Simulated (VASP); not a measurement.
# Ti (P6_3/mmc) in VASP: single point with PBEsol

Aim: the single point of Ti with PBEsol.

Program: VASP 6.6.1. These are calculated values, not measurements. Logs are shortened: lines on timing, memory, paths and dates and some standing lists are left out, and cuts for length are marked.

## (1) The cell of the first run

The structure is hexagonal, space group P6_3/mmc (No. 194). The conventional cell has a = 2.902 Å, b = 2.902 Å, c = 4.587 Å, α = 90.00°, β = 90.00°, γ = 120.00°. Within 3.7 Å of Ti (site symmetry -6m2) lie 12 Ti at 2.84 to 2.90 Å.

## (2) Single point, PBEsol

The input, INCAR:

```
ALGO     = Fast           # electronic algorithm
EDIFF    = 1E-6           # SCF threshold, eV
ENCUT    = 520            # plane-wave cutoff, eV
GGA      = PS             # functional
ISIF     = 2              # what is computed and relaxed
ISMEAR   = 0              # smearing method
LASPH    = T              # aspherical terms in the spheres
LCHARG   = F              # write CHGCAR
LREAL    = F              # projectors in reciprocal space
LWAVE    = F              # write WAVECAR
NBANDS   = 19             # bands
NELM     = 60             # most SCF steps
PREC     = Accurate       # precision mode
SIGMA    = 0.1            # smearing width, eV
```

The input, KPOINTS:

```
k-points
0
Gamma
  16 16 10
```

The input, POSCAR:

```
Ti
1.0
    2.9015086217      0.0000000000      0.0000000000
   -1.4507543108      2.5127801757      0.0000000000
    0.0000000000      0.0000000000      4.5870165212
Ti
2
Direct
    0.3333333333      0.6666666667      0.2500000000
    0.6666666667      0.3333333333      0.7500000000
```

Potentials or basis: VASP PAW PBE potentials, release 64 (Ti_sv).

On the command line:

```
cat potpaw_PBE.64/Ti_sv/POTCAR > POTCAR
mpirun -np 1 vasp_std > vasp.out
```

OUTCAR:

```text
EDIFF = 1E-6
   ENCUT = 520
   GGA = PS
   ISIF = 2
   ISMEAR = 0
   LASPH = T
   LREAL = F
   NELM = 60
   PREC = Accurate

 ion  position               nearest neighbor table
   1  0.333  0.667  0.250-   2 2.84   2 2.84   2 2.84   2 2.84   2 2.84   2 2.84
   2  0.667  0.333  0.750-   1 2.84   1 2.84   1 2.84   1 2.84   1 2.84   1 2.84

  LATTYP: Found a hexagonal cell.
 ALAT       =     2.9015086217
 C/A-ratio  =     1.5809074241

  Lattice vectors:

 A1 = (   2.9015086217,   0.0000000000,   0.0000000000)
 A2 = (  -1.4507543108,   2.5127801757,   0.0000000000)
 A3 = (   0.0000000000,   0.0000000000,   4.5870165212)

Analysis of symmetry for initial positions (statically):
=====================================================================
 Subroutine PRICEL returns:
 Original cell was already a primitive cell.

 Routine SETGRP: Setting up the symmetry group for a
 hexagonal supercell.

 Subroutine GETGRP returns: Found 24 space group operations
 (whereof 12 operations were pure point group operations)
 out of a pool of 24 trial point group operations.

The static configuration has the point symmetry D_3d.
 The point group associated with its full space group is D_6h.

Analysis of symmetry for dynamics (positions and initial velocities):
=====================================================================
 Subroutine PRICEL returns:
 Original cell was already a primitive cell.

 Routine SETGRP: Setting up the symmetry group for a
 hexagonal supercell.

 Subroutine GETGRP returns: Found 24 space group operations
 (whereof 12 operations were pure point group operations)
 out of a pool of 24 trial point group operations.

The dynamic configuration has the point symmetry D_3d.
 The point group associated with its full space group is D_6h.

 Subroutine INISYM returns: Found 24 space group operations
 (whereof 12 operations are pure point group operations),
 and found     1 'primitive' translations

----------------------------------------------------------------------------------------

                                     Primitive cell

  volume of cell :      33.4433

  direct lattice vectors                    reciprocal lattice vectors
     2.901508622  0.000000000  0.000000000     0.344648295  0.198982786  0.000000000
    -1.450754311  2.512780176  0.000000000     0.000000000  0.397965572  0.000000000
     0.000000000  0.000000000  4.587016521     0.000000000  0.000000000  0.218006627

  length of vectors
     2.901508622  2.901508622  4.587016521     0.397965572  0.397965572  0.218006627

  position of ions in fractional coordinates (direct lattice)
     0.333333333  0.666666667  0.250000000
     0.666666667  0.333333333  0.750000000

  ion indices of the primitive-cell ions
   primitive index   ion index
                 1           1
                 2           2

----------------------------------------------------------------------------------------

 KPOINTS: k-points

Automatic generation of k-mesh.
 Grid dimensions read from file:
 generate k-points for:   16   16   10

 Generating k-lattice:

  Cartesian coordinates                     Fractional coordinates (reciprocal lattice)
     0.021540518  0.012436424  0.000000000     0.062500000 -0.000000000  0.000000000
     0.000000000  0.024872848  0.000000000     0.000000000  0.062500000  0.000000000
     0.000000000  0.000000000  0.021800663     0.000000000  0.000000000  0.100000000

  Length of vectors
     0.024872848  0.024872848  0.021800663

  Shift w.r.t. Gamma in fractional coordinates (k-lattice)
     0.000000000  0.000000000  0.000000000

 Subroutine IBZKPT returns following result:
 ===========================================

 Found    180 irreducible k-points:

 Following reciprocal coordinates:
            Coordinates               Weight
  0.000000  0.000000  0.000000      1.000000
  0.062500 -0.000000  0.000000      6.000000
  0.125000 -0.000000  0.000000      6.000000
  0.187500 -0.000000  0.000000      6.000000
  0.250000 -0.000000  0.000000      6.000000
  0.312500  0.000000  0.000000      6.000000
[... 16 lines left out ...]
  0.187500  0.187500  0.000000      6.000000
  0.250000  0.187500  0.000000     12.000000
 [... further k-points ...]
   k-points           NKPTS =    180   k-points in BZ     NKDIM =    180   number of bands    NBANDS=     19
   number of dos      NEDOS =    301   number of ions     NIONS =      2
   total plane-waves  NPLWV =  20736
   dimension x,y,z NGX =    24 NGY =   24 NGZ =   36
   dimension x,y,z NGXF=    48 NGYF=   48 NGZF=   72
   ions per type =               2
   NGX,Y,Z   is equivalent  to a cutoff of  13.75, 13.75, 13.05 a.u.
   NGXF,Y,Z  is equivalent  to a cutoff of  27.50, 27.50, 26.09 a.u.
 SYSTEM =  unknown system
   PREC   = accura    normal or accurate (medium, high low for compatibility)
   ISTART =      0    job   : 0-new  1-cont  2-samecut
   ICHARG =      2    charge: 1-file 2-atom 10-const
   ISPIN  =      1    spin polarized calculation?
   LNONCOLLINEAR =      F non collinear calculations
   LSORBIT =      F    spin-orbit coupling
   LASPH  =      T    aspherical Exc in radial PAW
   ENCUT  =  520.0 eV  38.22 Ry    6.18 a.u.   5.39  5.39  8.53*2*pi/ulx,y,z
   NELM   =     60;   NELMIN=  2; NELMDL= -5     # of ELM steps
   EDIFF  = 0.1E-05   stopping-criterion for ELM
   LREAL  =      F    real-space projection
   EDIFFG = 0.1E-04   stopping-criterion for IOM
   NSW    =      0    number of steps for IOM
   IBRION =     -1    ionic relax: 0-MD 1-quasi-New 2-CG
   NFREE  =      0    steps in history (QN), initial steepest desc. (CG)
   ISIF   =      2    stress and relaxation
   ISYM   =      2    0-nonsym 1-usesym 2-fastsym
   POTIM  = 0.5000    time-step for ionic-motion
   TEBEG  =    0.0;   TEEND  =   0.0 temperature during run
   PSTRESS=    0.0 pullay stress
   NELECT =      24.0000    total number of electrons
   NUPDOWN=      -1.0000    fix difference up-down
   EMIN   =  10.00;   EMAX   =-10.00  energy-range for DOS
   EFERMI =   0.00;   METHOD = LEGACY
   ISMEAR =     0;   SIGMA  =   0.10  broadening in eV -4-tet -1-fermi 0-gaus
   EFERMI_NEDOS =   21; number of points for ismear=-14 and -15
   IALGO  =     68    algorithm
   IMIX   =      4    mixing-type and parameters
     AMIX     =   0.40;   BMIX     =  1.00
     AMIX_MAG =   1.60;   BMIX_MAG =  1.00
  volume/ion in A,a.u.               =      16.72       112.84
  Fermi-wavevector in a.u.,A,eV,Ry     =   1.465691  2.769754 29.228708  2.148249
  Thomas-Fermi vector in A             =   2.581517
   LORBIT       =      0    0 simple, 1 ext, 2 COOP (PROOUT), +10 PAW based schemes
   GGA     = PS    functional components
   LHFCALC =     F    Hartree Fock is set to
   AEXX    =    0.0000 exact exchange contribution
   IVDW    =     0    specifies the selected vdW correction
   LEPSILON=     F    determine dielectric tensor
   LRPA    =     F    only Hartree local field effects (RPA)
 non-spin polarized calculation
 RMM-DIIS sequential band-by-band and
 Gauss-broadening in eV      SIGMA  =   0.10
  energy-cutoff  :      520.00
  volume of cell :       33.44
 maximum number of plane-waves:       929
 NGX is ok and might be reduce to    24
   NGX = 11   NGY = 11   NGZ = 17

 number of electron      23.9999998 magnetization

 Free energy of the ion-electron system (eV)
  ---------------------------------------------------
  ext. energy  EPLUGINS =         0.00000000
  ---------------------------------------------------
  free energy    TOTEN  =       -16.68382291 eV

  energy without entropy =      -16.67380083  energy(sigma->0) =      -16.67881187

 E-fermi :   8.6235     XC(G=0): -11.8179

 val. band max:        8.6164256870   @ k =   0.1250  -0.0000   0.1000
 cond. band min:       8.6237462220   @ k =   0.0625  -0.0000   0.5000
 fundamental gap:      0.0073205351
 Fermi energy:         8.6235004629

 k-point     1 :       0.0000    0.0000    0.0000
  band No.  band energies     occupation
      1     -47.9515      2.00000
      2     -47.7876      2.00000
      3     -24.6927      2.00000
      4     -23.9584      2.00000
      5     -23.9584      2.00000
      6     -23.8776      2.00000
[... 11 lines left out ...]
     18      10.2897      0.00000
     19      11.9208      0.00000

 k-point     2 :       0.0625   -0.0000    0.0000
  band No.  band energies     occupation
      1     -47.9469      2.00000
      2     -47.7858      2.00000
      3     -24.6828      2.00000
      4     -23.9786      2.00000
      5     -23.9653      2.00000
      6     -23.8818      2.00000
[... 11 lines left out ...]
     18      10.2237      0.00000
     19      11.9574      0.00000

 k-point     3 :       0.1250   -0.0000    0.0000
  band No.  band energies     occupation
      1     -47.9337      2.00000
      2     -47.7809      2.00000
      3     -24.6539      2.00000
      4     -24.0365      2.00000
      5     -23.9842      2.00000
      6     -23.9234      2.00000
[... 11 lines left out ...]
     18      10.2236      0.00000
     19      12.0444      0.00000

 k-point     4 :       0.1875   -0.0000    0.0000
  band No.  band energies     occupation
      1     -47.9135      2.00000
      2     -47.7739      2.00000
      3     -24.6084      2.00000
      4     -24.1237      2.00000
      5     -24.0117      2.00000
      6     -24.0103      2.00000
[... 11 lines left out ...]
     18      10.5562      0.00000
     19      12.1449      0.00000

 k-point     5 :       0.2500   -0.0000    0.0000
  band No.  band energies     occupation
      1     -47.8886      2.00000
      2     -47.7665      2.00000
      3     -24.5501      2.00000
      4     -24.2274      2.00000
      5     -24.1096      2.00000
      6     -24.0431      2.00000
[... 11 lines left out ...]
     18      10.9759      0.00000
     19      12.2330      0.00000
[... 334 lines left out ...]
      2     -47.7583      2.00000
      3     -24.4575      2.00000
      4     -24.3421      2.00000
      5     -24.3238      2.00000
      6     -24.1534      2.00000
[... 11 lines left out ...]
     18      12.2618      0.00000
     19      13.0669      0.00000

 k-point    22 :       0.4375    0.1250    0.0000
  band No.  band energies     occupation
      1     -47.8048      2.00000
      2     -47.7596      2.00000
      3     -24.4764      2.00000
      4     -24.3348      2.00000
      5     -24.3181      2.00000
      6     -24.1638      2.00000
[... 11 lines left out ...]
     18      12.2662      0.00000
     19      13.4685      0.00000

 k-point    23 :       0.1875    0.1875    0.0000
  band No.  band energies     occupation
      1     -47.8558      2.00000
      2     -47.7595      2.00000
      3     -24.4679      2.00000
      4     -24.2760      2.00000
      5     -24.2690      2.00000
      6     -24.0672      2.00000
[... 11 lines left out ...]
     18      11.9148      0.00000
     19      12.1862      0.00000

 k-point    24 :       0.2500    0.1875    0.0000
  band No.  band energies     occupation
      1     -47.8326      2.00000
      2     -47.7572      2.00000
      3     -24.4046      2.00000
      4     -24.3548      2.00000
      5     -24.2994      2.00000
      6     -24.1161      2.00000
[... 11 lines left out ...]
     18      12.1842      0.00000
     19      12.5034      0.00000

 [... further k-points ...]
[... 5 lines left out ...]
  --------------------------------------------------------------------------------------
  -------------------------------------------------------------------------------------
  Total       -0.0815852     -0.0815852     -0.0800519     -0.0000000     -0.0000000      0.0000000
  in kB       -3.9085296     -3.9085296     -3.8350745     -0.0000000     -0.0000000      0.0000000
  external PRESSURE =      -3.8840446 kB  Pullay stress =       0.0000000 kB

 VOLUME and BASIS-vectors are now :
 -----------------------------------------------------------------------------
  energy-cutoff  :      520.00
  volume of cell :       33.44
      direct lattice vectors                 reciprocal lattice vectors
     2.901508622  0.000000000  0.000000000     0.344648295  0.198982786  0.000000000
    -1.450754311  2.512780176  0.000000000     0.000000000  0.397965572  0.000000000
     0.000000000  0.000000000  4.587016521     0.000000000  0.000000000  0.218006627

 POSITION                                       TOTAL-FORCE (eV/Angst)
 -----------------------------------------------------------------------------------
     -0.00000      1.67519      1.14675         0.000000     -0.000000      0.000000
      1.45075      0.83759      3.44026        -0.000000      0.000000      0.000000
 -----------------------------------------------------------------------------------
    total drift:                               -0.000000      0.000000     -0.000000

  FREE ENERGIE OF THE ION-ELECTRON SYSTEM (eV)
  ---------------------------------------------------
  free  energy   TOTEN  =       -16.6838229101 eV

  energy  without entropy=      -16.6738008328  energy(sigma->0) =      -16.67881187
```

Wall time 5.3 min (1 thread of AMD EPYC 7R43 (Zen 3), shared host); peak memory 0.18 GiB.

What came out:

```
Free energy            : -16.6838 eV
Pressure               : -0.4 GPa
Band gap on the k mesh : zero (band 12 reaches 9.41 eV, above the bottom of band 13 at 8.33 eV)
```

Caveat: the PAW data sets were made with another functional, which shifts forces and pressure a little.
